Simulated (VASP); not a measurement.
# C (Cm) in VASP: notebook

The runs below take C through single point, with LDA.

Program: VASP 6.6.1. These are calculated values, not measurements. Logs are shortened: lines on timing, memory, paths and dates and some standing lists are left out, and cuts for length are marked.

## Step 1: The cell of the first run

It takes space group Cm (No. 8, monoclinic). The conventional cell has a = 4.315 Å, b = 2.491 Å, c = 10.410 Å, α = 90.00°, β = 99.94°, γ = 90.00°. Within 2.0 Å of C (site symmetry m) lie 4 C at 1.53 Å. C (site symmetry m) has 4 C at 1.53 Å within 2.0 Å. Within 2.0 Å of C (site symmetry m) lie 4 C at 1.53 Å. Within 2.0 Å of C (site symmetry m) lie 4 C at 1.53 Å. Within 2.0 Å of C (site symmetry m) lie 4 C at 1.53 Å. C (site symmetry m) has 4 C at 1.53 Å within 2.0 Å. C (site symmetry m) has 4 C at 1.53 to 1.59 Å within 2.0 Å. Within 2.0 Å of C (site symmetry m) lie 4 C at 1.53 to 1.55 Å.

## Step 2: Single point, LDA (the part above a cut slid along it)

Contents of INCAR:

```
PREC = Accurate
ENCUT = 1300
EDIFF = 1E-6
ISMEAR = 0
SIGMA = 0.05
LREAL = F
LASPH = T
NELM = 120
ALGO = Normal
ISIF = 2
LWAVE = F
LCHARG = T
LELF = T
LVHAR = T
NBANDS = 31
GGA_COMPAT = F
```

Contents of KPOINTS:

```
regular mesh
0
Gamma
  10 10 3
```

Contents of POSCAR:

```
C
1.0
   -2.4912907516      0.0000000000      0.0000000000
   -1.2456453758     -2.1575210791      0.0000000000
   -2.1800039722     -1.2586258802     10.2538776052
C
10
Direct
   -0.7765199388     -0.7765199388      0.8741556576
    0.3103499588      0.3103499588      0.7252443424
   -0.0066132467     -0.0066132467      0.1257869493
    0.4571432667      0.4571432667      0.4736130507
   -0.0935407371     -0.0935407371      0.2747969895
    0.5440707571      0.5440707571      0.3246030105
   -0.4724354860     -0.4724354860      0.9242937306
    0.0062655060      0.0062655060      0.6751062694
    0.3559592073      0.3559592073      0.0756656066
    0.0945708127      0.0945708127      0.5237343934
```

Potentials or basis: VASP PAW LDA potentials, release 64 (C_h).

Run with:

```
$ cat potpaw_LDA.64/C_h/POTCAR > POTCAR
$ mpirun -np 1 vasp_std > vasp.out
```

OUTCAR:

```text
PREC = Accurate
   ENCUT = 1300
   EDIFF = 1E-6
   ISMEAR = 0
   LREAL = F
   LASPH = T
   NELM = 120
   ISIF = 2

 ion  position               nearest neighbor table
   1  0.223  0.223  0.874-
   2  0.310  0.310  0.725-
   3  0.993  0.993  0.126-
   4  0.457  0.457  0.474-
   5  0.906  0.906  0.275-
   6  0.544  0.544  0.325-
   7  0.528  0.528  0.924-
   8  0.006  0.006  0.675-
   9  0.356  0.356  0.076-
  10  0.095  0.095  0.524-

  LATTYP: Found a base centered monoclinic cell.
 ALAT       =     4.3150421582
 B/A-ratio  =     0.5773502692
 C/A-ratio  =     2.4125572122
 COS(beta)  =    -0.1726936593

  Lattice vectors:

 A1 = (  -2.4912907516,   0.0000000000,   0.0000000000)
 A2 = (  -1.2456453758,  -2.1575210791,   0.0000000000)
 A3 = (   1.5569321552,   0.8988951989,  10.2538776052)

Analysis of symmetry for initial positions (statically):
=====================================================================
 Subroutine PRICEL returns:
 Original cell was already a primitive cell.

 Routine SETGRP: Setting up the symmetry group for a
 base centered monoclinic supercell.

 Subroutine GETGRP returns: Found  2 space group operations
 (whereof  2 operations were pure point group operations)
 out of a pool of  4 trial point group operations.

The static configuration has the point symmetry C_1h.

Analysis of symmetry for dynamics (positions and initial velocities):
=====================================================================
 Subroutine PRICEL returns:
 Original cell was already a primitive cell.

 Routine SETGRP: Setting up the symmetry group for a
 base centered monoclinic supercell.

 Subroutine GETGRP returns: Found  2 space group operations
 (whereof  2 operations were pure point group operations)
 out of a pool of  4 trial point group operations.

The dynamic configuration has the point symmetry C_1h.

 Subroutine INISYM returns: Found  2 space group operations
 (whereof  2 operations are pure point group operations),
 and found     1 'primitive' translations

----------------------------------------------------------------------------------------

                                     Primitive cell

  volume of cell :      55.1147

  direct lattice vectors                    reciprocal lattice vectors
    -2.491290752  0.000000000  0.000000000    -0.401398351  0.231747446 -0.056892299
    -1.245645376 -2.157521079  0.000000000     0.000000000 -0.463494892 -0.056892299
    -2.180003972 -1.258625880 10.253877605     0.000000000  0.000000000  0.097524082

  length of vectors
     2.491290752  2.491290752 10.558340891     0.466973499  0.466973499  0.097524082

  position of ions in fractional coordinates (direct lattice)
     0.223480061  0.223480061  0.874155658
     0.310349959  0.310349959  0.725244342
     0.993386753  0.993386753  0.125786949
     0.457143267  0.457143267  0.473613051
     0.906459263  0.906459263  0.274796989
     0.544070757  0.544070757  0.324603010
     0.527564514  0.527564514  0.924293731
     0.006265506  0.006265506  0.675106269
     0.355959207  0.355959207  0.075665607
     0.094570813  0.094570813  0.523734393

  ion indices of the primitive-cell ions
   primitive index   ion index
                 1           1
                 2           2
                 3           3
                 4           4
                 5           5
                 6           6
                 7           7
                 8           8
                 9           9
                10          10

----------------------------------------------------------------------------------------

 KPOINTS: regular mesh

Automatic generation of k-mesh.
 Grid dimensions read from file:
 generate k-points for:   10   10    3

 Generating k-lattice:

  Cartesian coordinates                     Fractional coordinates (reciprocal lattice)
    -0.040139835  0.023174745 -0.005689230     0.100000000  0.000000000  0.000000000
     0.000000000 -0.046349489 -0.005689230     0.000000000  0.100000000  0.000000000
     0.000000000  0.000000000  0.032508027     0.000000000  0.000000000  0.333333333

  Length of vectors
     0.046697350  0.046697350  0.032508027

  Shift w.r.t. Gamma in fractional coordinates (k-lattice)
     0.000000000  0.000000000  0.000000000

 Subroutine IBZKPT returns following result:
 ===========================================

 Found     86 irreducible k-points:

 Following reciprocal coordinates:
            Coordinates               Weight
  0.000000  0.000000  0.000000      1.000000
  0.100000  0.000000 -0.000000      4.000000
  0.200000  0.000000 -0.000000      4.000000
  0.300000  0.000000  0.000000      4.000000
  0.400000  0.000000 -0.000000      4.000000
  0.500000  0.000000  0.000000      2.000000
[... 16 lines left out ...]
  0.300000  0.300000 -0.000000      2.000000
  0.400000  0.300000 -0.000000      4.000000
 [... further k-points ...]
   k-points           NKPTS =     86   k-points in BZ     NKDIM =     86   number of bands    NBANDS=     31
   number of dos      NEDOS =    301   number of ions     NIONS =     10
   total plane-waves  NPLWV = 113400
   dimension x,y,z NGX =    30 NGY =   30 NGZ =  126
   dimension x,y,z NGXF=    60 NGYF=   60 NGZF=  252
   ions per type =              10
   NGX,Y,Z   is equivalent  to a cutoff of  20.02, 20.02, 19.84 a.u.
   NGXF,Y,Z  is equivalent  to a cutoff of  40.04, 40.04, 39.68 a.u.
 SYSTEM =  unknown system
   PREC   = accura    normal or accurate (medium, high low for compatibility)
   ISTART =      0    job   : 0-new  1-cont  2-samecut
   ICHARG =      2    charge: 1-file 2-atom 10-const
   ISPIN  =      1    spin polarized calculation?
   LNONCOLLINEAR =      F non collinear calculations
   LSORBIT =      F    spin-orbit coupling
   LASPH  =      T    aspherical Exc in radial PAW
   ENCUT  = 1300.0 eV  95.55 Ry    9.77 a.u.   7.32  7.32 31.04*2*pi/ulx,y,z
   NELM   =    120;   NELMIN=  2; NELMDL= -5     # of ELM steps
   EDIFF  = 0.1E-05   stopping-criterion for ELM
   LREAL  =      F    real-space projection
   EDIFFG = 0.1E-04   stopping-criterion for IOM
   NSW    =      0    number of steps for IOM
   IBRION =     -1    ionic relax: 0-MD 1-quasi-New 2-CG
   NFREE  =      0    steps in history (QN), initial steepest desc. (CG)
   ISIF   =      2    stress and relaxation
   ISYM   =      2    0-nonsym 1-usesym 2-fastsym
   POTIM  = 0.5000    time-step for ionic-motion
   TEBEG  =    0.0;   TEEND  =   0.0 temperature during run
   PSTRESS=    0.0 pullay stress
   NELECT =      40.0000    total number of electrons
   NUPDOWN=      -1.0000    fix difference up-down
   EMIN   =  10.00;   EMAX   =-10.00  energy-range for DOS
   EFERMI =   0.00;   METHOD = LEGACY
   ISMEAR =     0;   SIGMA  =   0.05  broadening in eV -4-tet -1-fermi 0-gaus
   EFERMI_NEDOS =   21; number of points for ismear=-14 and -15
   IALGO  =     38    algorithm
   IMIX   =      4    mixing-type and parameters
     AMIX     =   0.40;   BMIX     =  1.00
     AMIX_MAG =   1.60;   BMIX_MAG =  1.00
  volume/ion in A,a.u.               =       5.51        37.19
  Fermi-wavevector in a.u.,A,eV,Ry     =   1.471202  2.780169 29.448929  2.164435
  Thomas-Fermi vector in A             =   2.586366
   LORBIT       =      0    0 simple, 1 ext, 2 COOP (PROOUT), +10 PAW based schemes
   GGA     = CA    functional components
   LHFCALC =     F    Hartree Fock is set to
   AEXX    =    0.0000 exact exchange contribution
   IVDW    =     0    specifies the selected vdW correction
   LEPSILON=     F    determine dielectric tensor
   LRPA    =     F    only Hartree local field effects (RPA)
 non-spin polarized calculation
 Gauss-broadening in eV      SIGMA  =   0.05
  energy-cutoff  :     1300.00
  volume of cell :       55.11
 maximum number of plane-waves:      5916
 NGX is ok and might be reduce to    30
   NGX = 15   NGY = 15   NGZ = 61

 number of electron      40.0000000 magnetization

 Free energy of the ion-electron system (eV)
  ---------------------------------------------------
  ext. energy  EPLUGINS =         0.00000000
  ---------------------------------------------------
  free energy    TOTEN  =      -100.77891971 eV

  energy without entropy =     -100.77891971  energy(sigma->0) =     -100.77891971

 E-fermi :  11.8718     XC(G=0): -13.7972

 val. band max:       11.6575321102   @ k =   0.0000   0.0000   0.0000
 cond. band min:      15.6456477409   @ k =  -0.4000  -0.4000   0.3333
 fundamental gap:      3.9881156306
 Fermi energy:        11.8717608207

 k-point     1 :       0.0000    0.0000    0.0000
  band No.  band energies     occupation
      1     -10.3886      2.00000
      2      -9.3172      2.00000
      3      -9.2346      2.00000
      4      -6.0859      2.00000
      5      -6.0437      2.00000
      6      -0.3254      2.00000
[... 23 lines left out ...]
     30      19.8840      0.00000
     31      19.9508      0.00000

 k-point     2 :       0.1000    0.0000   -0.0000
  band No.  band energies     occupation
      1     -10.1331      2.00000
      2      -9.1577      2.00000
      3      -8.8884      2.00000
      4      -6.0600      2.00000
      5      -5.5933      2.00000
      6      -0.4089      2.00000
[... 23 lines left out ...]
     30      20.1104      0.00000
     31      20.4287      0.00000

 k-point     3 :       0.2000    0.0000   -0.0000
  band No.  band energies     occupation
      1      -9.3704      2.00000
      2      -8.5265      2.00000
      3      -8.0112      2.00000
      4      -5.5755      2.00000
      5      -4.6628      2.00000
      6      -0.1011      2.00000
[... 703 lines left out ...]
     30      21.1551      0.00000
     31      21.9049      0.00000

 k-point    24 :       0.4000    0.3000   -0.0000
  band No.  band energies     occupation
      1      -6.9965      2.00000
      2      -6.7929      2.00000
      3      -5.0862      2.00000
      4      -4.5039      2.00000
      5      -1.8010      2.00000
      6      -0.2212      2.00000
[... 23 lines left out ...]
     30      21.6696      0.00000
     31      22.1695      0.00000

 [... further k-points ...]
[... 5 lines left out ...]
  --------------------------------------------------------------------------------------
  -------------------------------------------------------------------------------------
  Total       -0.1129368      0.3316041      0.5953416     -0.3849837     -2.7210888     -4.7130640
  in kB       -3.2830581      9.6396862     17.3064980    -11.1914249    -79.1016783   -137.0081255
  external PRESSURE =       7.8877087 kB  Pullay stress =       0.0000000 kB

 VOLUME and BASIS-vectors are now :
 -----------------------------------------------------------------------------
  energy-cutoff  :     1300.00
  volume of cell :       55.11
      direct lattice vectors                 reciprocal lattice vectors
    -2.491290752  0.000000000  0.000000000    -0.401398351  0.231747446 -0.056892299
    -1.245645376 -2.157521079  0.000000000     0.000000000 -0.463494892 -0.056892299
    -2.180003972 -1.258625880 10.253877605     0.000000000  0.000000000  0.097524082

 POSITION                                       TOTAL-FORCE (eV/Angst)
 -----------------------------------------------------------------------------------
     -2.74079     -1.58240      8.96349         0.107812      0.062245      0.010070
     -2.74079     -1.58240      7.43657         0.233224      0.134652     -0.057376
     -3.98644     -2.30157      1.28980         0.092935      0.053656     -0.014729
     -2.74079     -1.58240      4.85637        -0.019542     -0.011283      0.004113
     -3.98644     -2.30157      2.81773        -0.204317     -0.117963      0.050971
     -2.74079     -1.58240      3.32844         0.005251      0.003032     -0.002611
     -3.98644     -2.30157      9.47759         1.973499      1.139400      0.011600
     -1.49515     -0.86322      6.92246         0.001319      0.000761      0.002589
     -1.49515     -0.86322      0.77587        -2.208884     -1.275300     -0.002051
     -1.49515     -0.86322      5.37031         0.018703      0.010798     -0.002576
 -----------------------------------------------------------------------------------
    total drift:                               -0.000035     -0.000020      0.000014

  FREE ENERGIE OF THE ION-ELECTRON SYSTEM (eV)
  ---------------------------------------------------
  free  energy   TOTEN  =      -100.7789197069 eV

  energy  without entropy=     -100.7789197069  energy(sigma->0) =     -100.77891971
```

It took 5.8 min on 1 thread of Intel Xeon Platinum 8488C (Sapphire Rapids), shared host; peak memory 0.5 GiB.

Results:

```
Free energy            : -100.7789 eV
Pressure               : 0.8 GPa
Largest force          : 2.551 eV/Å
Band gap on the k mesh : 3.99 eV (least direct gap 5.05 eV)
```

Forces on the atoms (eV/Å):
```
C    0.108  0.062  0.010
C    0.233  0.135 -0.057
C    0.093  0.054 -0.015
C   -0.020 -0.011  0.004
C   -0.204 -0.118  0.051
C    0.005  0.003 -0.003
C    1.973  1.139  0.012
C    0.001  0.001  0.003
C   -2.209 -1.275 -0.002
C    0.019  0.011 -0.003
```

Levels at points of the mesh, in eV from the valence-band top:
| k point | band 16 | band 17 | band 18 | band 19 | band 20 | band 21 | band 22 | band 23 | band 24 | band 25 |
| --- | --- | --- | --- | --- | --- | --- | --- | --- | --- | --- |
| (0.00, 0.00, 0.00) | -1.58 | -1.53 | -0.57 | -0.27 | 0.00 | 5.05 | 5.22 | 5.41 | 6.60 | 6.61 |
| (0.50, 0.00, 0.00) | -5.67 | -4.53 | -4.37 | -3.68 | -3.56 | 4.52 | 5.13 | 5.42 | 5.57 | 6.30 |
| (0.50, 0.50, 0.00) | -5.66 | -4.72 | -3.95 | -3.74 | -3.70 | 4.21 | 4.49 | 5.30 | 5.42 | 7.22 |

Caveat: the cell differs from its parent crystal (the part above a cut slid along it); forces of over 1 eV/Å act on the atoms, so gaps and moduli don't describe the material at rest. A k mesh can miss the band edges.

(Continued in part 2 of 2.)
